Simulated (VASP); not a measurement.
# Ru (P6_3/mmc) in VASP: notebook, part 2 of 2

VASP 6.6.1. The steps go on from the part before.

## (5) Single point, PBEsol

This run uses another cell than the first one, of 15.21 Å³/atom, 1.024 times its volume.

INCAR reads:

```
SYSTEM = Ru
PREC = Accurate ; ENCUT = 520
EDIFF = 1E-6 ; ISMEAR = 0
SIGMA = 0.15 ; LREAL = .False.
LASPH = .True. ; NELM = 100
ALGO = Fast ; ISIF = 2
LWAVE = .False. ; LCHARG = .False.
GGA = PS ; NBANDS = 21
```

KPOINTS reads:

```
regular mesh
0
Gamma
  18 18 10
  0 0 0
```

POSCAR reads:

```
Ru
1.0
    2.8403000000      0.0000000000      0.0000000000
   -1.4201500000      2.4597719544      0.0000000000
    0.0000000000      0.0000000000      4.3544000000
Ru
2
Direct
    0.3333333333      0.6666666667      0.2500000000
    0.6666666667      0.3333333333      0.7500000000
```

Potentials or basis: VASP PAW PBE potentials, release 64 (Ru_pv).

Run with:

```
cat potpaw_PBE.64/Ru_pv/POTCAR > POTCAR
mpirun -np 1 vasp_std > vasp.out
```

OUTCAR:

```text
SYSTEM = Ru
   PREC = Accurate
   ENCUT = 520
   EDIFF = 1E-6
   ISMEAR = 0
   LREAL = .False.
   LASPH = .True.
   NELM = 100
   ISIF = 2
   GGA = PS

 ion  position               nearest neighbor table
   1  0.333  0.667  0.250-   2 2.73   2 2.73   2 2.73   2 2.73   2 2.73   2 2.73
   2  0.667  0.333  0.750-   1 2.73   1 2.73   1 2.73   1 2.73   1 2.73   1 2.73

  LATTYP: Found a hexagonal cell.
 ALAT       =     2.8403000000
 C/A-ratio  =     1.5330774918

  Lattice vectors:

 A1 = (   2.8403000000,   0.0000000000,   0.0000000000)
 A2 = (  -1.4201500000,   2.4597719544,   0.0000000000)
 A3 = (   0.0000000000,   0.0000000000,   4.3544000000)

Analysis of symmetry for initial positions (statically):
=====================================================================
 Subroutine PRICEL returns:
 Original cell was already a primitive cell.

 Routine SETGRP: Setting up the symmetry group for a
 hexagonal supercell.

 Subroutine GETGRP returns: Found 24 space group operations
 (whereof 12 operations were pure point group operations)
 out of a pool of 24 trial point group operations.

The static configuration has the point symmetry D_3d.
 The point group associated with its full space group is D_6h.

Analysis of symmetry for dynamics (positions and initial velocities):
=====================================================================
 Subroutine PRICEL returns:
 Original cell was already a primitive cell.

 Routine SETGRP: Setting up the symmetry group for a
 hexagonal supercell.

 Subroutine GETGRP returns: Found 24 space group operations
 (whereof 12 operations were pure point group operations)
 out of a pool of 24 trial point group operations.

The dynamic configuration has the point symmetry D_3d.
 The point group associated with its full space group is D_6h.

 Subroutine INISYM returns: Found 24 space group operations
 (whereof 12 operations are pure point group operations),
 and found     1 'primitive' translations

----------------------------------------------------------------------------------------

                                     Primitive cell

  volume of cell :      30.4220

  direct lattice vectors                    reciprocal lattice vectors
     2.840300000  0.000000000  0.000000000     0.352075485  0.203270876  0.000000000
    -1.420150000  2.459771954  0.000000000     0.000000000  0.406541752  0.000000000
     0.000000000  0.000000000  4.354400000     0.000000000  0.000000000  0.229652765

  length of vectors
     2.840300000  2.840300000  4.354400000     0.406541752  0.406541752  0.229652765

  position of ions in fractional coordinates (direct lattice)
     0.333333333  0.666666667  0.250000000
     0.666666667  0.333333333  0.750000000

  ion indices of the primitive-cell ions
   primitive index   ion index
                 1           1
                 2           2

----------------------------------------------------------------------------------------

 KPOINTS: regular mesh

Automatic generation of k-mesh.
 Grid dimensions read from file:
 generate k-points for:   18   18   10

 Generating k-lattice:

  Cartesian coordinates                     Fractional coordinates (reciprocal lattice)
     0.019559749  0.011292826  0.000000000     0.055555556  0.000000000  0.000000000
     0.000000000  0.022585653  0.000000000     0.000000000  0.055555556  0.000000000
     0.000000000  0.000000000  0.022965277     0.000000000  0.000000000  0.100000000

  Length of vectors
     0.022585653  0.022585653  0.022965277

  Shift w.r.t. Gamma in fractional coordinates (k-lattice)
     0.000000000  0.000000000  0.000000000

 Subroutine IBZKPT returns following result:
 ===========================================

 Found    222 irreducible k-points:

 Following reciprocal coordinates:
            Coordinates               Weight
  0.000000  0.000000  0.000000      1.000000
  0.055556 -0.000000  0.000000      6.000000
  0.111111 -0.000000  0.000000      6.000000
  0.166667 -0.000000  0.000000      6.000000
  0.222222 -0.000000  0.000000      6.000000
  0.277778  0.000000  0.000000      6.000000
[... 16 lines left out ...]
  0.333333  0.111111  0.000000     12.000000
  0.388889  0.111111  0.000000     12.000000
 [... further k-points ...]
   k-points           NKPTS =    222   k-points in BZ     NKDIM =    222   number of bands    NBANDS=     21
   number of dos      NEDOS =    301   number of ions     NIONS =      2
   total plane-waves  NPLWV =  18432
   dimension x,y,z NGX =    24 NGY =   24 NGZ =   32
   dimension x,y,z NGXF=    48 NGYF=   48 NGZF=   64
   ions per type =               2
   NGX,Y,Z   is equivalent  to a cutoff of  14.05, 14.05, 12.22 a.u.
   NGXF,Y,Z  is equivalent  to a cutoff of  28.09, 28.09, 24.43 a.u.
 SYSTEM =  Ru
   PREC   = accura    normal or accurate (medium, high low for compatibility)
   ISTART =      0    job   : 0-new  1-cont  2-samecut
   ICHARG =      2    charge: 1-file 2-atom 10-const
   ISPIN  =      1    spin polarized calculation?
   LNONCOLLINEAR =      F non collinear calculations
   LSORBIT =      F    spin-orbit coupling
   LASPH  =      T    aspherical Exc in radial PAW
   ENCUT  =  520.0 eV  38.22 Ry    6.18 a.u.   5.28  5.28  8.10*2*pi/ulx,y,z
   NELM   =    100;   NELMIN=  2; NELMDL= -5     # of ELM steps
   EDIFF  = 0.1E-05   stopping-criterion for ELM
   LREAL  =      F    real-space projection
   EDIFFG = 0.1E-04   stopping-criterion for IOM
   NSW    =      0    number of steps for IOM
   IBRION =     -1    ionic relax: 0-MD 1-quasi-New 2-CG
   NFREE  =      0    steps in history (QN), initial steepest desc. (CG)
   ISIF   =      2    stress and relaxation
   ISYM   =      2    0-nonsym 1-usesym 2-fastsym
   POTIM  = 0.5000    time-step for ionic-motion
   TEBEG  =    0.0;   TEEND  =   0.0 temperature during run
   PSTRESS=    0.0 pullay stress
   NELECT =      28.0000    total number of electrons
   NUPDOWN=      -1.0000    fix difference up-down
   EMIN   =  10.00;   EMAX   =-10.00  energy-range for DOS
   EFERMI =   0.00;   METHOD = LEGACY
   ISMEAR =     0;   SIGMA  =   0.15  broadening in eV -4-tet -1-fermi 0-gaus
   EFERMI_NEDOS =   21; number of points for ismear=-14 and -15
   IALGO  =     68    algorithm
   IMIX   =      4    mixing-type and parameters
     AMIX     =   0.40;   BMIX     =  1.00
     AMIX_MAG =   1.60;   BMIX_MAG =  1.00
  volume/ion in A,a.u.               =      15.21       102.65
  Fermi-wavevector in a.u.,A,eV,Ry     =   1.592447  3.009289 34.502853  2.535888
  Thomas-Fermi vector in A             =   2.690831
   LORBIT       =      0    0 simple, 1 ext, 2 COOP (PROOUT), +10 PAW based schemes
   GGA     = PS    functional components
   LHFCALC =     F    Hartree Fock is set to
   AEXX    =    0.0000 exact exchange contribution
   IVDW    =     0    specifies the selected vdW correction
   LEPSILON=     F    determine dielectric tensor
   LRPA    =     F    only Hartree local field effects (RPA)
 non-spin polarized calculation
 RMM-DIIS sequential band-by-band and
 Gauss-broadening in eV      SIGMA  =   0.15
  energy-cutoff  :      520.00
  volume of cell :       30.42
 maximum number of plane-waves:       834
 NGX is ok and might be reduce to    24
   NGX = 11   NGY = 11   NGZ = 17

 number of electron      28.0000005 magnetization

 Free energy of the ion-electron system (eV)
  ---------------------------------------------------
  ext. energy  EPLUGINS =         0.00000000
  ---------------------------------------------------
  free energy    TOTEN  =       -19.89355798 eV

  energy without entropy =      -19.86990570  energy(sigma->0) =      -19.88173184

 E-fermi :  10.7398     XC(G=0): -13.5849

 val. band max:       10.7389093135   @ k =   0.3889   0.2222   0.3000
 cond. band min:      10.7479437914   @ k =   0.1111  -0.0000   0.4000
 fundamental gap:      0.0090344779
 Fermi energy:        10.7397557346

 k-point     1 :       0.0000    0.0000    0.0000
  band No.  band energies     occupation
      1     -32.5223      2.00000
      2     -31.8732      2.00000
      3     -31.8732      2.00000
      4     -31.7321      2.00000
      5     -31.7321      2.00000
      6     -31.6804      2.00000
[... 13 lines left out ...]
     20      21.1704      0.00000
     21      21.1786      0.00000

 k-point     2 :       0.0556   -0.0000    0.0000
  band No.  band energies     occupation
      1     -32.5149      2.00000
      2     -31.8867      2.00000
      3     -31.8782      2.00000
      4     -31.7465      2.00000
      5     -31.7337      2.00000
      6     -31.6844      2.00000
[... 520 lines left out ...]
 k-point    24 :       0.3889    0.1111    0.0000
  band No.  band energies     occupation
      1     -32.2990      2.00000
      2     -32.1840      2.00000
      3     -32.1595      2.00000
      4     -32.0425      2.00000
      5     -31.9077      2.00000
      6     -31.8319      2.00000
[... 13 lines left out ...]
     20      21.5941      0.00000
     21      21.9069      0.00000

 [... further k-points ...]
[... 5 lines left out ...]
  --------------------------------------------------------------------------------------
  -------------------------------------------------------------------------------------
  Total       -6.6831499     -6.6831499     -5.4038657      0.0000000      0.0000000      0.0000000
  in kB     -351.9689893   -351.9689893   -284.5953172      0.0000000      0.0000000      0.0000000
  external PRESSURE =    -329.5110986 kB  Pullay stress =       0.0000000 kB

 VOLUME and BASIS-vectors are now :
 -----------------------------------------------------------------------------
  energy-cutoff  :      520.00
  volume of cell :       30.42
      direct lattice vectors                 reciprocal lattice vectors
     2.840300000  0.000000000  0.000000000     0.352075485  0.203270876  0.000000000
    -1.420150000  2.459771954  0.000000000     0.000000000  0.406541752  0.000000000
     0.000000000  0.000000000  4.354400000     0.000000000  0.000000000  0.229652765

 POSITION                                       TOTAL-FORCE (eV/Angst)
 -----------------------------------------------------------------------------------
     -0.00000      1.63985      1.08860        -0.000000     -0.000000      0.000000
      1.42015      0.81992      3.26580         0.000000      0.000000      0.000000
 -----------------------------------------------------------------------------------
    total drift:                               -0.000000      0.000000     -0.000000

  FREE ENERGIE OF THE ION-ELECTRON SYSTEM (eV)
  ---------------------------------------------------
  free  energy   TOTEN  =       -19.8935579778 eV

  energy  without entropy=      -19.8699056985  energy(sigma->0) =      -19.88173184
```

stdout:

```text
POSCAR found type information on POSCAR Ru
 POSCAR found :  1 types and       2 ions
 scaLAPACK will be used
 -----------------------------------------------------------------------------
|                                                                             |
|                                                                             |
|     You enforced a specific xc type in the INCAR file but a different       |
|     I HOPE YOU KNOW WHAT YOU ARE DOING!                                     |
|                                                                             |
 -----------------------------------------------------------------------------

 LDA part: xc-table for (Slater+PW92), standard interpolation
 POSCAR, INCAR and KPOINTS ok, starting setup
 FFT: planning ... GRIDC
 FFT: planning ... GRID_SOFT
 FFT: planning ... GRID
 WAVECAR not read
 entering main loop
WARNING in EDDRMM: call to ZHEGV failed, returncode =   8  4     20
WARNING in EDDRMM: call to ZHEGV failed, returncode =   8  4     20
```

Wall time 40 s (1 thread of Intel Xeon 6975P-C (Granite Rapids), shared host); peak memory 0.23 GiB.

Results:

- Free energy: -19.8936 eV
- Pressure: -33.0 GPa
- Band gap on the k mesh: zero (band 14 reaches 11.96 eV, above the bottom of band 15 at 9.29 eV)

Stress tensor (GPa, compression positive):
```
-35.20   0.00   0.00
  0.00 -35.20   0.00
  0.00   0.00 -28.46
```

Levels at points of the mesh, in eV from the Fermi level:
| k point | band 12 | band 13 | band 14 | band 15 | band 16 | band 17 |
| --- | --- | --- | --- | --- | --- | --- |
| (0.00, 0.00, 0.00) | -1.59 | -1.59 | -1.39 | -1.39 | 1.00 | 1.00 |
| (0.50, 0.00, 0.00) | -1.64 | -1.17 | 1.01 | 1.41 | 1.69 | 3.40 |
| (0.00, 0.00, 0.50) | -2.44 | -2.24 | -2.24 | 0.47 | 0.47 | 0.47 |
| (0.50, 0.00, 0.50) | -1.00 | 0.35 | 0.35 | 1.26 | 1.26 | 2.94 |

Caveat: the PAW data sets were made with another functional, which shifts forces and pressure a little.

## (6) Single point, PBEsol

This run uses another cell than the first one, of 13.40 Å³/atom, 0.902 times its volume.

INCAR reads:

```
PREC = Accurate ; ENCUT = 520
EDIFF = 1E-6 ; ISMEAR = 0
SIGMA = 0.15 ; LREAL = F
LASPH = T ; NELM = 80
ALGO = Fast ; ISIF = 2
LWAVE = F ; LCHARG = T
GGA = PS ; LELF = T
LVHAR = T ; NBANDS = 21
```

KPOINTS reads:

```
Automatic mesh
0
Gamma
  18 18 10
```

POSCAR reads:

```
Ru
1.0
    2.5767000000      0.0000000000      0.0000000000
   -1.2883500000      2.2314876579      0.0000000000
    0.0000000000      0.0000000000      4.6606000000
Ru
2
Direct
    0.3333333333      0.6666666667      0.2500000000
    0.6666666667      0.3333333333      0.7500000000
```

Potentials or basis: VASP PAW PBE potentials, release 64 (Ru_pv).

Run with:

```
cat potpaw_PBE.64/Ru_pv/POTCAR > POTCAR
mpirun -np 1 vasp_std > vasp.out
```

Wall time 44 s (1 thread of Intel Xeon 6975P-C (Granite Rapids), shared host); peak memory 0.21 GiB.

It converged, with:

| Item | Value |
| --- | --- |
| Free energy | -19.8493 eV |
| Pressure | 3.9 GPa |
| Band gap on the k mesh | zero (band 14 reaches 14.41 eV, above the bottom of band 15 at 11.75 eV) |

Stress tensor (GPa, compression positive):
```
 25.67   0.00   0.00
  0.00  25.67   0.00
  0.00   0.00 -39.49
```

Levels at points of the mesh, in eV from the Fermi level:
```tsv
k point	band 10	band 11	band 12	band 13	band 14	band 15	band 16	band 17	band 18	band 19
(0.00, 0.00, 0.00)	-2.60	-2.60	-2.19	-2.19	-0.40	-0.40	-0.18	1.28	1.28	8.48
(0.50, 0.00, 0.00)	-2.98	-2.11	-2.11	-1.37	1.42	2.31	2.51	4.35	6.46	10.57
(0.00, 0.00, 0.50)	-3.53	-2.56	-2.56	-2.56	-2.56	0.65	0.65	0.65	0.65	10.30
(0.50, 0.00, 0.50)	-5.13	-0.62	-0.62	0.42	0.42	2.42	2.42	3.45	3.45	10.29
```

Caveat: the PAW data sets were made with another functional, which shifts forces and pressure a little.

## (7) Overview

| cell | gap on the mesh (eV) | pressure (GPa) |
| --- | --- | --- |
| a = 2.840, b = 2.840, c = 4.252 Å, angles 90.0, 90.0, 120.0°, 2 atoms | none | -27.8 |
| a = 2.727, b = 2.727, c = 4.661 Å, angles 90.0, 90.0, 120.0°, 2 atoms | none | -30.0 |
| a = 2.765, b = 2.765, c = 4.559 Å, angles 90.0, 90.0, 120.0°, 2 atoms | none | -32.0 |
| a = 2.840, b = 2.840, c = 4.354 Å, angles 90.0, 90.0, 120.0°, 2 atoms | none | -33.0 |
| a = 2.577, b = 2.577, c = 4.661 Å, angles 90.0, 90.0, 120.0°, 2 atoms | none | 3.9 |

Alike in all rows: task single point; level PBEsol; potentials or basis VASP PAW PBE potentials, release 64 (Ru_pv); no spin polarisation; k mesh 18 × 18 × 10; cutoff (eV) 520; smearing gaussian 0.15 eV.

Caveats: the PAW data sets were made with another functional, which shifts forces and pressure a little.

Absolute energies hang on the potentials; compare differences alone.
